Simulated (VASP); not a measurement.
Input of a VASP 6.6.1 run:

INCAR

```
PREC = Accurate ; ENCUT = 520
EDIFF = 1E-8 ; ISMEAR = -1
SIGMA = 0.03 ; LREAL = False
LASPH = True ; NELM = 60
ALGO = Normal ; ISIF = 2
LWAVE = False ; LCHARG = False
GGA = PE ; LEFG = True
NBANDS = 16
```

The input KPOINTS:

```
regular mesh
0
Gamma
  8 8 8
```

Contents of POSCAR:

```
ZnSe
1.0
    0.0000000000      2.8338000000      2.8338000000
    2.8338000000      0.0000000000      2.8338000000
    2.8338000000      2.8338000000      0.0000000000
Zn Se
1 1
Direct
    0.0000000000      0.0000000000      0.0000000000
    0.7500000000      0.7500000000      0.7500000000
```

Potentials or basis: VASP PAW PBE potentials, release 64 (Zn, Se).

Launch:

```sh
$ cat potpaw_PBE.64/Zn/POTCAR potpaw_PBE.64/Se/POTCAR > POTCAR
$ mpirun -np 1 vasp_std > vasp.out
```

Predict the pressure.

2.3 GPa.

Predict the band gap on the k mesh.

1.29 eV, direct.

Caveat: without QUAD_EFG the Cq values of the log hold for a quadrupole moment of 1 mb, not for the nuclei.

**What was measured.**

From “Alloy Disordering Effects on the Thermal Conductivity and Energy Gap Temperature Dependence of Cd1−xZnxSe Ternary Crystals Grown by the Bridgman Method”, 2023, pmc:10253836, for a bulk crystal of ZnSe at 300 K: band gap 2.695 ± 0.003 eV (an exciton energy, a little under the gap).

Measured gap of ZnSe: 2.695 eV (an exciton energy, a little under the gap; 300 K; “Alloy Disordering Effects on the Thermal Conductivity and Energy Gap Temperature Dependence of Cd1−xZnxSe Ternary Crystals Grown by the Bridgman Method”, 2023, pmc:10253836). This calculation gives 1.29 eV (-1.40 eV). So large a miss can be the level of theory's own, or it may mean another phase, state or a wrong row. Spin-orbit coupling on Se is left out. The value is that of PBE, without temperature or zero-point motion. Semilocal functionals fall short of measured gaps as a rule.
